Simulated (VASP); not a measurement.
Wanted: the native input for a VASP 6.6.1 run.

| Item | Value |
| --- | --- |
| Task | single point |
| Functional | PBE |
| Potentials or basis | VASP PAW PBE potentials, release 64 (K_sv, Ta_pv, O) |
| Cutoff | 520 eV |
| k mesh | 8 × 8 × 8 |
| Occupations | gaussian, width 0.05 eV |
| Spin | no spin polarisation |
| Dipole correction | no |
| Further INCAR settings | ALGO = Normal; EDIFF = 1e-06; NBANDS = 27 |

The structure of KTaO3 lies in POSCAR:

```
KTaO3
1.0
    4.1186297142      0.0000000000      0.0000000000
    0.0000000000      4.1186297142      0.0000000000
    0.0000000000      0.0000000000      4.0248506931
K Ta O
1 1 3
Direct
    0.5000000000      0.5000000000      0.5000000000
    0.0000000000      0.0000000000      0.0000000000
    0.5000000000      0.0000000000      0.0000000000
    0.0000000000      0.5000000000      0.0000000000
    0.0000000000      0.0000000000      0.5000000000
```

This cell differs from its parent crystal: normal strain along x +0.0233, normal strain along y +0.0233.

One way to write it, as run:

INCAR

```
SYSTEM = KTaO3
PREC     = Accurate       ! precision mode
ENCUT    = 520            ! plane-wave cutoff, eV
EDIFF    = 1E-6           ! SCF threshold, eV
ISMEAR   = 0              ! smearing method
SIGMA    = 0.05           ! smearing width, eV
LREAL    = .FALSE.        ! projectors in reciprocal space
LASPH    = .TRUE.         ! aspherical terms in the spheres
NELM     = 80             ! most SCF steps
ALGO     = Normal         ! electronic algorithm
ISIF     = 2              ! what is computed and relaxed
LWAVE    = .FALSE.        ! write WAVECAR
LCHARG   = .FALSE.        ! write CHGCAR
GGA      = PE             ! functional
NBANDS   = 27             ! bands
```

KPOINTS

```
Automatic mesh
0
G
  8 8 8
  0 0 0
```

Potentials or basis: VASP PAW PBE potentials, release 64 (K_sv, Ta_pv, O).

Command:

```bash
$ cat potpaw_PBE.64/K_sv/POTCAR potpaw_PBE.64/Ta_pv/POTCAR potpaw_PBE.64/O/POTCAR > POTCAR
$ mpirun -np 1 vasp_std > vasp.out
```

Results of the run:

```
Pressure               : -7.2 GPa
Band gap on the k mesh : 1.96 eV, indirect (least direct gap 2.61 eV)
```

Caveat: the cell differs from its parent crystal (normal strain along x +0.0233, normal strain along y +0.0233); spin-orbit coupling is left out, which moves the levels of the heavy elements.

Run time: 81 s on 1 thread of AMD EPYC 7R13 Processor (Zen 3), on a shared host, peak memory 0.24 GiB.
